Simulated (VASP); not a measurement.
BN, 2 atoms in the cell. Symmetry: F-43m, No. 216, cubic system. The conventional cell has a = 3.663 Å, b = 3.663 Å, c = 3.663 Å, α = 90.00°, β = 90.00°, γ = 90.00°. Within 2.1 Å of B (site symmetry -43m) lie 4 N at 1.59 Å. N (site symmetry -43m) has 4 B at 1.59 Å within 2.1 Å.  This cell differs from its parent crystal: volume scaled by 1.04.

```yaml
Program: VASP 6.6.1
Task: electric field gradients
Functional: LDA
Potentials_or_basis: VASP PAW LDA potentials, release 64 (B, N)
Cutoff: 520 eV
k_mesh: 11 × 11 × 11
Occupations: fermi-dirac, width 0.02 eV
Spin: no spin polarisation
Dipole_correction: no
Further_INCAR_settings: ALGO = Normal; EDIFF = 1e-08; NBANDS = 11
```

Potentials or basis: VASP PAW LDA potentials, release 64 (B, N).

The run is started by

```console
$ cat potpaw_LDA.64/B/POTCAR potpaw_LDA.64/N/POTCAR > POTCAR
$ mpirun -np 1 vasp_std > vasp.out
```

Hardware: 1 thread of Intel(R) Xeon(R) 6975P-C (Granite Rapids), with other jobs on the host.

Problem. Estimate the wall time of this run.

Solution. It took 3.1 s on 1 thread of Intel(R) Xeon(R) 6975P-C (Granite Rapids) (shared host), peak memory 0.11 GiB. Counts: scf iterations 13, k points 56.
